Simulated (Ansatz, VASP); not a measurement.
# Two plane-wave programs on Pd

```
Pd
1.0
    -1.54181    1.54181    1.54181
     1.54181   -1.54181    1.54181
     1.54181    1.54181   -1.54181
Pd
1
Cartesian
  0.0000 0.0000 0.0000
```

Alike in both runs: task single point; functional PBEsol; k mesh 20 × 20 × 20; occupations gaussian, width 0.1 eV; no spin polarisation.

|  | VASP | Ansatz |
| --- | --- | --- |
| version | VASP 6.6.1 | Ansatz 0.2.0 |
| potentials or method | VASP PAW PBE potentials, release 64 (Pd), cutoff 500 eV | scalar-relativistic, plane waves, PAW |
| valence electrons in the cell | 10 | 18 |

```csv
,VASP,Ansatz,Ansatz less VASP
gap on the k mesh at the Fermi level (eV),none,none,-
pressure (GPa),-0.4,-0.1,+0.28
```

VASP's potentials were made for PBE, not for PBEsol. A gap of «none» marks a metal or a gap that the smearing closes. With one functional, cell and mesh, what is left measures potentials, basis and numerics. VASP's potentials hold 10 valence electrons a cell and Ansatz's 18, so a difference there can come from the potentials and not from the codes.
